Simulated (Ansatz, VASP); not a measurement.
Two plane-wave programs on AlCo

INCAR

```
ALGO = Fast
EDIFF = 1E-6
ENCUT = 520
GGA = PS
ISIF = 2
ISMEAR = 0
LASPH = T
LCHARG = T
LELF = T
LREAL = F
LVHAR = T
LWAVE = F
NBANDS = 13
NELM = 60
PREC = Accurate
SIGMA = 0.15
```

The input KPOINTS:

```
k-points
0
Gamma
  16 16 16
```

File POSCAR:

```
AlCo
1.0
    2.7771121618      0.0000000000      0.0000000000
    0.0000000000      2.7771121618      0.0000000000
    0.0000000000      0.0000000000      2.7771121618
Al Co
1 1
Direct
    0.0000000000      0.0000000000      0.0000000000
    0.5000000000      0.5000000000      0.5000000000
```

Input for Ansatz:

```yaml
crystal:
  lattice:
    - [2.7771121618, 0.0, 0.0]
    - [0.0, 2.7771121618, 0.0]
    - [0.0, 0.0, 2.7771121618]
  atoms:
    - { symbol: Al, position: [0.0, 0.0, 0.0] }
    - { symbol: Co, position: [0.5, 0.5, 0.5] }
basis:
  ecutwfc: 420
kpoints:
  mp_grid: { grid: [16, 16, 16] }
hamiltonian:
  xc: pbesol
scf:
  occupations: { method: gaussian, width: 0.15 }
output:
  forces: true
  stress: true
  eigenvalues: true
```

Change from the starting cell: strain -0.015 along x and y, -0.015 along z, atoms carried along.

Alike in both runs: task single point; functional PBEsol; k mesh 16 × 16 × 16; occupations gaussian, width 0.15 eV; no spin polarisation.

|  | VASP | Ansatz |
| --- | --- | --- |
| version | VASP 6.6.1 | Ansatz 0.2.0 |
| potentials or method | VASP PAW PBE potentials, release 64 (Al, Co), cutoff 520 eV | scalar-relativistic, plane waves, PAW |
| valence electrons in the cell | 12 | 20 |

```tsv
	VASP	Ansatz	Ansatz less VASP
gap on the k mesh at the Fermi level (eV)	none	none	-
pressure (GPa)	10.0	10.5	+0.51
```

VASP's potentials were made for PBE, not for PBEsol. A gap of «none» marks a metal or a gap that the smearing closes. VASP's potentials hold 12 valence electrons a cell and Ansatz's 20, so a difference there can come from the potentials and not from the codes.
